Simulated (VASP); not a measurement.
Set up this calculation in VASP 6.6.1, as the native input.

- Task: single point
- Functional: PBEsol
- Potentials or basis: VASP PAW PBE potentials, release 64 (Pd)
- Cutoff: 520 eV
- k mesh: 14 × 14 × 14
- Occupations: fermi-dirac, width 0.1 eV
- Spin: no spin polarisation
- Dipole correction: no
- Further INCAR settings: ALGO = Normal; EDIFF = 1e-06; NBANDS = 11

The structure of Pd lies in POSCAR:

```
Pd
1.0
    2.4595584241      0.0000000000      0.0000000000
    0.0000000000      2.4595584241      0.0000000000
    0.0000000000      0.0000000000      2.4595584241
Pd
1
Direct
    0.0000000000      0.0000000000      0.0000000000
```

This cell differs from its parent crystal: volume scaled by 0.88.

These files were run (other wordings do the same):

INCAR

```
PREC     = Accurate       # precision mode
ENCUT    = 520            # plane-wave cutoff, eV
EDIFF    = 1E-6           # SCF threshold, eV
ISMEAR   = -1             # smearing method
SIGMA    = 0.1            # smearing width, eV
LREAL    = False          # projectors in reciprocal space
LASPH    = True           # aspherical terms in the spheres
NELM     = 60             # most SCF steps
ALGO     = Normal         # electronic algorithm
ISIF     = 2              # what is computed and relaxed
LWAVE    = False          # write WAVECAR
LCHARG   = False          # write CHGCAR
GGA      = PS             # functional
NBANDS   = 11             # bands
```

KPOINTS

```
Automatic mesh
0
Gamma
  14 14 14
```

Potentials or basis: VASP PAW PBE potentials, release 64 (Pd).

Command:

```console
$ cat potpaw_PBE.64/Pd/POTCAR > POTCAR
$ mpirun -np 1 vasp_std > vasp.out
```

Results of the run:

* Pressure: 25.8 GPa
* Band gap on the k mesh: zero (band 5 reaches 11.49 eV, above the bottom of band 6 at 9.02 eV)

Caveat: the PAW data sets were made with another functional, which shifts forces and pressure a little.

It took 11 s on 1 thread of Intel(R) Xeon(R) Platinum 8488C (Sapphire Rapids), with other jobs on the host, peak memory 0.13 GiB.
